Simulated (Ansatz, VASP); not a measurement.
# One calculation of BaS, two programs

```
Ba S
1.0
     0.00000    3.19375    3.19375
     3.19375    0.00000    3.19375
     3.19375    3.19375    0.00000
Ba S
1 1
Direct
  0.00000 0.00000 0.00000
  0.50308 0.49980 0.51831
```

Change from the starting cell: one atom moved.

Alike in both runs: task single point; functional PBEsol; k mesh 8 × 8 × 8; occupations gaussian, width 0.02 eV; no spin polarisation.

```csv
,VASP,Ansatz
version,VASP 6.6.1,Ansatz 0.2.0
potentials or method,"VASP PAW PBE potentials, release 64 (Ba_sv, S), cutoff 520 eV","scalar-relativistic, plane waves, PAW"
valence electrons in the cell,16,16
```

Ansatz gave:

```
gap on the k mesh at the Fermi level (eV)                     : 2.11
least direct gap on the mesh (eV)                             : 2.21
pressure (GPa)                                                : -1.1
traceless stress, the component that is largest in VASP (GPa) : -0.11
rms of the force components (eV/Å)                            : 0.093
```

Which values does VASP return?

gap on the k mesh at the Fermi level (eV): 2.01; least direct gap on the mesh (eV): 2.14; pressure (GPa): -0.4; traceless stress, the component that is largest in VASP (GPa): -0.12; rms of the force components (eV/Å): 0.103.

VASP's potentials were made for PBE, not for PBEsol. Atom by atom the forces differ by 0.010 eV/Å (rms over components).

Spin-orbit coupling is off throughout.
